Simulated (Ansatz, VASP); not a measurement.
SiO2 in VASP and in Ansatz

```
Si O
1.0
    -2.53508    2.53508    3.56495
     2.53508   -2.53508    3.56495
     2.53508    2.53508   -3.56495
Si O
2 4
Direct
  0.00000 0.00000 0.00000
  0.75000 0.25000 0.50000
  0.97317 0.62500 0.84817
  0.37500 0.22317 0.34817
  0.77683 0.12500 0.15183
  0.87500 0.02683 0.65183
```

Change from the starting cell: strain +0.025 along x and y, -0.025 along z, atoms carried along.

Alike in both runs: task single point; functional r2SCAN; k mesh 6 × 6 × 6; occupations gaussian, width 0.05 eV; no spin polarisation.

|  | VASP | Ansatz |
| --- | --- | --- |
| version | VASP 6.6.1 | Ansatz 0.2.0 |
| potentials or method | VASP PAW PBE potentials, release 64 (Si, O), cutoff 520 eV | scalar-relativistic, plane waves, PAW |
| valence electrons in the cell | 32 | 32 |

```csv
,VASP,Ansatz,Ansatz less VASP
gap on the k mesh at the Fermi level (eV),6.43,6.43,+0.003
least direct gap on the mesh (eV),6.43,6.43,+0.003
pressure (GPa),-4.0,-4.1,-0.17
"traceless stress, the component that is largest in VASP (GPa)",1.98,1.98,-0.007
rms of the force components (eV/Å),0.155,0.156,+0.0003
```

VASP's potentials were made for PBE, not for r2SCAN. Atom by atom the forces differ by 0.000 eV/Å (rms over components).
